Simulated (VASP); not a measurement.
# CdS (Hawleyite) (F-43m) in VASP: single point with LDA

Aim: the single point of CdS (Hawleyite) with LDA.

All numbers are computed with VASP 6.6.1; they aren't measurements. Logs are shortened: lines on timing, memory, paths and dates and some standing lists are left out, and cuts for length are marked.

### Step 1. The cell of the first run

The structure is cubic, space group F-43m (No. 216). The conventional cell has a = 5.833 Å, b = 5.833 Å, c = 5.833 Å, α = 90.00°, β = 90.00°, γ = 90.00°. Within 3.3 Å of Cd (site symmetry -43m) lie 4 S at 2.53 Å. Within 3.3 Å of S (site symmetry -43m) lie 4 Cd at 2.53 Å.

### Step 2. Single point, LDA

Contents of INCAR:

```
PREC = Accurate ; ENCUT = 500
EDIFF = 1E-6 ; ISMEAR = 0
SIGMA = 0.01 ; LREAL = False
LASPH = True ; NELM = 120
ALGO = Normal ; ISIF = 2
LWAVE = False ; LCHARG = True
LELF = True ; LVHAR = True
NBANDS = 16 ; GGA_COMPAT = False
```

Contents of KPOINTS:

```
regular mesh
0
Gamma
  7 7 7
```

Contents of POSCAR:

```
CdS
1.0
    4.1245540000      0.0000000000      0.0000000000
    2.0622770000      3.5719685433      0.0000000000
    2.0622770000      1.1906561811      3.3676842389
Cd S
1 1
Direct
    0.0000000000      0.0000000000      0.0000000000
    0.2500000000      0.2500000000      0.2500000000
```

Potentials or basis: VASP PAW LDA potentials, release 64 (Cd, S).

Run with:

```sh
> cat potpaw_LDA.64/Cd/POTCAR potpaw_LDA.64/S/POTCAR > POTCAR
> mpirun -np 1 vasp_std > vasp.out
```

OUTCAR:

```text
PREC = Accurate
   ENCUT = 500
   EDIFF = 1E-6
   ISMEAR = 0
   LREAL = False
   LASPH = True
   NELM = 120
   ISIF = 2

 ion  position               nearest neighbor table
   1  0.000  0.000  0.000-   2 2.53   2 2.53   2 2.53   2 2.53
   2  0.250  0.250  0.250-   1 2.53   1 2.53   1 2.53   1 2.53

  LATTYP: Found a face centered cubic cell.
 ALAT       =     5.8330002056

  Lattice vectors:

 A1 = (   4.1245540000,   0.0000000000,   0.0000000000)
 A2 = (   2.0622770000,   3.5719685433,   0.0000000000)
 A3 = (   2.0622770000,   1.1906561811,   3.3676842389)

Analysis of symmetry for initial positions (statically):
=====================================================================
 Subroutine PRICEL returns:
 Original cell was already a primitive cell.

 Routine SETGRP: Setting up the symmetry group for a
 face centered cubic supercell.

 Subroutine GETGRP returns: Found 24 space group operations
 (whereof 24 operations were pure point group operations)
 out of a pool of 48 trial point group operations.

The static configuration has the point symmetry T_d .

Analysis of symmetry for dynamics (positions and initial velocities):
=====================================================================
 Subroutine PRICEL returns:
 Original cell was already a primitive cell.

 Routine SETGRP: Setting up the symmetry group for a
 face centered cubic supercell.

 Subroutine GETGRP returns: Found 24 space group operations
 (whereof 24 operations were pure point group operations)
 out of a pool of 48 trial point group operations.

The dynamic configuration has the point symmetry T_d .

 Subroutine INISYM returns: Found 24 space group operations
 (whereof 24 operations are pure point group operations),
 and found     1 'primitive' translations

----------------------------------------------------------------------------------------

                                     Primitive cell

  volume of cell :      49.6153

  direct lattice vectors                    reciprocal lattice vectors
     4.124554000  0.000000000  0.000000000     0.242450456 -0.139978836 -0.098979984
     2.062277000  3.571968543  0.000000000     0.000000000  0.279957673 -0.098979984
     2.062277000  1.190656181  3.367684239     0.000000000  0.000000000  0.296939953

  length of vectors
     4.124554000  4.124554000  4.124554000     0.296939953  0.296939953  0.296939953

  position of ions in fractional coordinates (direct lattice)
     0.000000000  0.000000000  0.000000000
     0.250000000  0.250000000  0.250000000

  ion indices of the primitive-cell ions
   primitive index   ion index
                 1           1
                 2           2

----------------------------------------------------------------------------------------

 KPOINTS: regular mesh

Automatic generation of k-mesh.
 Grid dimensions read from file:
 generate k-points for:    7    7    7

 Generating k-lattice:

  Cartesian coordinates                     Fractional coordinates (reciprocal lattice)
     0.034635779 -0.019996977 -0.014139998     0.142857143  0.000000000  0.000000000
     0.000000000  0.039993953 -0.014139998     0.000000000  0.142857143  0.000000000
     0.000000000  0.000000000  0.042419993     0.000000000  0.000000000  0.142857143

  Length of vectors
     0.042419993  0.042419993  0.042419993

  Shift w.r.t. Gamma in fractional coordinates (k-lattice)
     0.000000000  0.000000000  0.000000000

 Subroutine IBZKPT returns following result:
 ===========================================

 Found     20 irreducible k-points:

 Following reciprocal coordinates:
            Coordinates               Weight
  0.000000  0.000000  0.000000      1.000000
  0.142857  0.000000 -0.000000      8.000000
  0.285714 -0.000000 -0.000000      8.000000
  0.428571  0.000000 -0.000000      8.000000
  0.142857  0.142857 -0.000000      6.000000
  0.285714  0.142857  0.000000     24.000000
[... 12 lines left out ...]
 -0.428571  0.428571  0.142857     24.000000
 -0.285714  0.428571  0.142857     24.000000
   k-points           NKPTS =     20   k-points in BZ     NKDIM =     20   number of bands    NBANDS=     16
   number of dos      NEDOS =    301   number of ions     NIONS =      2
   total plane-waves  NPLWV =  27000
   dimension x,y,z NGX =    30 NGY =   30 NGZ =   30
   dimension x,y,z NGXF=    60 NGYF=   60 NGZF=   60
   ions per type =               1   1
   NGX,Y,Z   is equivalent  to a cutoff of  12.09, 12.09, 12.09 a.u.
   NGXF,Y,Z  is equivalent  to a cutoff of  24.18, 24.18, 24.18 a.u.
 SYSTEM =  unknown system
   PREC   = accura    normal or accurate (medium, high low for compatibility)
   ISTART =      0    job   : 0-new  1-cont  2-samecut
   ICHARG =      2    charge: 1-file 2-atom 10-const
   ISPIN  =      1    spin polarized calculation?
   LNONCOLLINEAR =      F non collinear calculations
   LSORBIT =      F    spin-orbit coupling
   LASPH  =      T    aspherical Exc in radial PAW
   ENCUT  =  500.0 eV  36.75 Ry    6.06 a.u.   7.52  7.52  7.52*2*pi/ulx,y,z
   NELM   =    120;   NELMIN=  2; NELMDL= -5     # of ELM steps
   EDIFF  = 0.1E-05   stopping-criterion for ELM
   LREAL  =      F    real-space projection
   EDIFFG = 0.1E-04   stopping-criterion for IOM
   NSW    =      0    number of steps for IOM
   IBRION =     -1    ionic relax: 0-MD 1-quasi-New 2-CG
   NFREE  =      0    steps in history (QN), initial steepest desc. (CG)
   ISIF   =      2    stress and relaxation
   ISYM   =      2    0-nonsym 1-usesym 2-fastsym
   POTIM  = 0.5000    time-step for ionic-motion
   TEBEG  =    0.0;   TEEND  =   0.0 temperature during run
   PSTRESS=    0.0 pullay stress
   NELECT =      18.0000    total number of electrons
   NUPDOWN=      -1.0000    fix difference up-down
   EMIN   =  10.00;   EMAX   =-10.00  energy-range for DOS
   EFERMI =   0.00;   METHOD = LEGACY
   ISMEAR =     0;   SIGMA  =   0.01  broadening in eV -4-tet -1-fermi 0-gaus
   EFERMI_NEDOS =   21; number of points for ismear=-14 and -15
   IALGO  =     38    algorithm
   IMIX   =      4    mixing-type and parameters
     AMIX     =   0.40;   BMIX     =  1.00
     AMIX_MAG =   1.60;   BMIX_MAG =  1.00
  volume/ion in A,a.u.               =      24.81       167.41
  Fermi-wavevector in a.u.,A,eV,Ry     =   1.167599  2.206442 18.548648  1.363287
  Thomas-Fermi vector in A             =   2.304097
   LORBIT       =      0    0 simple, 1 ext, 2 COOP (PROOUT), +10 PAW based schemes
   GGA     = CA    functional components
   LHFCALC =     F    Hartree Fock is set to
   AEXX    =    0.0000 exact exchange contribution
   IVDW    =     0    specifies the selected vdW correction
   LEPSILON=     F    determine dielectric tensor
   LRPA    =     F    only Hartree local field effects (RPA)
 non-spin polarized calculation
 Gauss-broadening in eV      SIGMA  =   0.01
  energy-cutoff  :      500.00
  volume of cell :       49.62
 maximum number of plane-waves:      1275
 NGX is ok and might be reduce to    30
   NGX = 15   NGY = 15   NGZ = 15

 number of electron      18.0000003 magnetization

 Free energy of the ion-electron system (eV)
  ---------------------------------------------------
  ext. energy  EPLUGINS =         0.00000000
  ---------------------------------------------------
  free energy    TOTEN  =        -7.39701520 eV

  energy without entropy =       -7.39701520  energy(sigma->0) =       -7.39701520

 E-fermi :   1.1803     XC(G=0):  -9.5859

 val. band max:        1.1280083503   @ k =   0.0000   0.0000   0.0000
 cond. band min:       2.0194731740   @ k =   0.0000   0.0000   0.0000
 fundamental gap:      0.8914648237
 Fermi energy:         1.1803452846

 k-point     1 :       0.0000    0.0000    0.0000
  band No.  band energies     occupation
      1     -11.2281      2.00000
      2      -6.6505      2.00000
      3      -6.6505      2.00000
      4      -6.6505      2.00000
      5      -6.1658      2.00000
      6      -6.1658      2.00000
[... 8 lines left out ...]
     15      12.5698      0.00000
     16      12.5698      0.00000

 k-point     2 :       0.1429    0.0000   -0.0000
  band No.  band energies     occupation
      1     -11.1451      2.00000
      2      -6.6214      2.00000
      3      -6.6214      2.00000
      4      -6.5812      2.00000
      5      -6.1670      2.00000
      6      -6.1670      2.00000
[... 8 lines left out ...]
     15      11.8172      0.00000
     16      12.7638      0.00000

 k-point     3 :       0.2857   -0.0000   -0.0000
  band No.  band energies     occupation
      1     -10.9571      2.00000
      2      -6.5653      2.00000
      3      -6.5653      2.00000
      4      -6.3204      2.00000
      5      -6.1573      2.00000
      6      -6.1573      2.00000
[... 8 lines left out ...]
     15      11.7977      0.00000
     16      11.9690      0.00000

 k-point     4 :       0.4286    0.0000   -0.0000
  band No.  band energies     occupation
      1     -10.8068      2.00000
      2      -6.5330      2.00000
      3      -6.5330      2.00000
      4      -6.1329      2.00000
      5      -6.1329      2.00000
      6      -5.8857      2.00000
[... 8 lines left out ...]
     15      13.1037      0.00000
     16      13.1037      0.00000
[... 248 lines left out ...]
 k-point    18 :      -0.4286    0.2857    0.1429
  band No.  band energies     occupation
      1     -10.7185      2.00000
      2      -6.4751      2.00000
      3      -6.4377      2.00000
      4      -6.2195      2.00000
      5      -6.1362      2.00000
      6      -5.7106      2.00000
[... 8 lines left out ...]
     15      13.2714      0.00000
     16      14.4562      0.00000

 k-point    19 :      -0.4286    0.4286    0.1429
  band No.  band energies     occupation
      1     -10.6719      2.00000
      2      -6.4276      2.00000
      3      -6.3851      2.00000
      4      -6.2697      2.00000
      5      -6.1108      2.00000
      6      -5.6694      2.00000
[... 8 lines left out ...]
     15      14.0164      0.00000
     16      14.3737      0.00000

 k-point    20 :      -0.2857    0.4286    0.1429
  band No.  band energies     occupation
      1     -10.6608      2.00000
      2      -6.4404      2.00000
      3      -6.3891      2.00000
      4      -6.2194      2.00000
      5      -6.1483      2.00000
      6      -5.5491      2.00000
[... 8 lines left out ...]
     15      13.3063      0.00000
     16      15.0205      0.00000

------------------------ aborting loop because EDIFF is reached ----------------------------------------

  FORCE on cell =-STRESS in cart. coord.  units (eV):
  Direction    XX          YY          ZZ          XY          YZ          ZX
  --------------------------------------------------------------------------------------
  -------------------------------------------------------------------------------------
  Total       -0.6203893     -0.6203893     -0.6203893      0.0000000      0.0000000      0.0000000
  in kB      -20.0335943    -20.0335943    -20.0335943      0.0000000      0.0000000      0.0000000
  external PRESSURE =     -20.0335943 kB  Pullay stress =       0.0000000 kB

 VOLUME and BASIS-vectors are now :
 -----------------------------------------------------------------------------
  energy-cutoff  :      500.00
  volume of cell :       49.62
      direct lattice vectors                 reciprocal lattice vectors
     4.124554000  0.000000000  0.000000000     0.242450456 -0.139978836 -0.098979984
     2.062277000  3.571968543  0.000000000     0.000000000  0.279957673 -0.098979984
     2.062277000  1.190656181  3.367684239     0.000000000  0.000000000  0.296939953

 POSITION                                       TOTAL-FORCE (eV/Angst)
 -----------------------------------------------------------------------------------
      0.00000      0.00000      0.00000        -0.000000      0.000000      0.000000
      2.06228      1.19066      0.84192         0.000000     -0.000000     -0.000000
 -----------------------------------------------------------------------------------
    total drift:                                0.000000      0.000000     -0.000000

  FREE ENERGIE OF THE ION-ELECTRON SYSTEM (eV)
  ---------------------------------------------------
  free  energy   TOTEN  =        -7.3970151956 eV

  energy  without entropy=       -7.3970151956  energy(sigma->0) =       -7.39701520
```

Run time: 16 s. Hardware: 1 thread of Intel Xeon 6975P-C, shared host; peak memory 0.15 GiB.

What came out:

| Quantity | Value |
| --- | --- |
| Free energy | -7.3970 eV |
| Pressure | -2.0 GPa |
| Band gap on the k mesh | 0.89 eV, direct |

As with any semilocal functional, this LDA gap is likely too small.
